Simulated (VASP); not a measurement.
## CdS: single point with LDA

Crystal: CdS.

```
CELL_PARAMETERS angstrom
0.00000 2.65823 2.65823
2.65823 0.00000 2.65823
2.65823 2.65823 0.00000
ATOMIC_POSITIONS crystal
Cd 0.00000 0.00000 0.00000
S 0.50000 0.50000 0.50000
```

| Item | Value |
| --- | --- |
| Program | VASP 6.6.1 |
| Task | single point |
| Functional | LDA |
| Potentials or basis | VASP PAW LDA potentials, release 64 (Cd, S) |
| Cutoff | 500 eV |
| k mesh | 6 × 6 × 6 |
| Occupations | fermi-dirac, width 0.05 eV |
| Spin | no spin polarisation |

```
Pressure               : 2.1 GPa
Band gap on the k mesh : zero (band 9 reaches 3.67 eV, above the bottom of band 10 at 3.66 eV)
```

Levels at points of the mesh, in eV from the Fermi level:
```tsv
k point	band 6	band 7	band 8	band 9	band 10	band 11	band 12	band 13
(0.00, 0.00, 0.00)	-7.95	-1.03	-1.03	-1.03	1.03	9.11	9.11	9.11
(0.50, 0.00, 0.00)	-7.67	-5.42	-0.06	-0.06	3.16	5.58	5.58	7.30
(0.50, 0.50, 0.00)	-6.71	-5.01	-2.63	-2.63	-0.08	5.73	10.15	11.60
```

Run time: 17 s on 1 thread of AMD EPYC 7R13, on a shared host, peak memory 0.11 GiB.
